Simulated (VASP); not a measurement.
# Hg: single point with PBEsol+D3(BJ)

The system is Hg.

```xyz
2
Lattice="3.2170 0.0000 0.0000 -1.6085 2.7860 0.0000 0.0000 0.0000 5.0539" Properties=species:S:1:pos:R:3 pbc="T T T"
Hg    1.6085    0.9287    3.7904
Hg    0.0000    1.8573    1.2635
```

```json
{
 "Program": "VASP 6.6.1",
 "Task": "single point",
 "Functional": "PBEsol",
 "Dispersion": "D3(BJ)",
 "Potentials or basis": "VASP PAW PBE potentials, release 64 (Hg)",
 "Cutoff": "520 eV",
 "k mesh": "18 × 18 × 10",
 "Occupations": "gaussian, width 0.15 eV",
 "Spin": "no spin polarisation"
}
```

| Quantity | Value |
| --- | --- |
| Pressure | -1.2 GPa |
| Band gap on the k mesh | zero (bands 12 and 13 overlap by 1.32 eV) |
| Dispersion energy per atom | -0.441 eV |

Levels at points of the mesh, in eV from the Fermi level:
```tsv
k point	band 8	band 9	band 10	band 11	band 12	band 13	band 14	band 15	band 16	band 17
(0.00, 0.00, 0.00)	-6.63	-6.63	-5.79	-5.79	-1.52	-0.96	12.47	12.47	12.93	14.65
(0.50, 0.00, 0.00)	-5.79	-5.66	-5.62	-2.48	-2.43	3.20	3.36	4.25	6.76	7.55
(0.00, 0.00, 0.50)	-6.62	-6.03	-6.03	-6.03	-6.03	7.63	7.63	13.18	13.18	13.59
(0.50, 0.00, 0.50)	-5.78	-5.71	-5.71	-1.40	-1.40	-0.24	-0.24	9.25	9.25	10.61
```

Wall time 2.4 min on 1 thread of Intel Xeon 8259CL, on a shared host, peak memory 0.29 GiB.

Caveat: the PAW data sets were made with another functional, which shifts forces and pressure a little; spin-orbit coupling is left out, which moves the levels of the heavy elements.
